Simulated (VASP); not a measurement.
PtS2: single point with PBEsol

PtS2, a sheet with vacuum:

```
CELL_PARAMETERS angstrom
3.51733 0.00000 0.00000
-1.75866 3.04610 0.00000
0.00000 0.00000 18.45084
ATOMIC_POSITIONS crystal
S 0.33333 0.66667 0.43358
S 0.66667 0.33333 0.56642
Pt 0.00000 0.00000 0.50000
```

```json
{
 "Program": "VASP 6.6.1",
 "Task": "single point",
 "Functional": "PBEsol",
 "Potentials or basis": "VASP PAW PBE potentials, release 64 (S, Pt)",
 "Cutoff": "400 eV",
 "k mesh": "12 × 12 × 1",
 "Occupations": "gaussian, width 0.03 eV",
 "Spin": "non-collinear spin, zero start, spin-orbit coupling",
 "Starting moments": "[[0.0, 0.0, 0.0], [0.0, 0.0, 0.0], [0.0, 0.0, 0.0]] μB"
}
```

- Largest force: 0.046 eV/Å
- Net moment: 0.00 μB per cell
- Valence electrons inside the program's atomic spheres: S 3.63; Pt 9.52

Forces on the atoms (eV/Å):
```
S    0.000  0.000 -0.046
S    0.000  0.000  0.046
Pt   0.000  0.000  0.000
```

Moments on the atoms (μB; x, y, z):
```
S   0.00 0.00 0.00
S   0.00 0.00 0.00
Pt  0.00 0.00 0.00
```

Wall time 6.1 min on 1 thread of Oxide Virtual Turin-like Processor, with other jobs on the host, peak memory 0.57 GiB.

Caveat: the PAW data sets were made with another functional, which shifts forces and pressure a little.
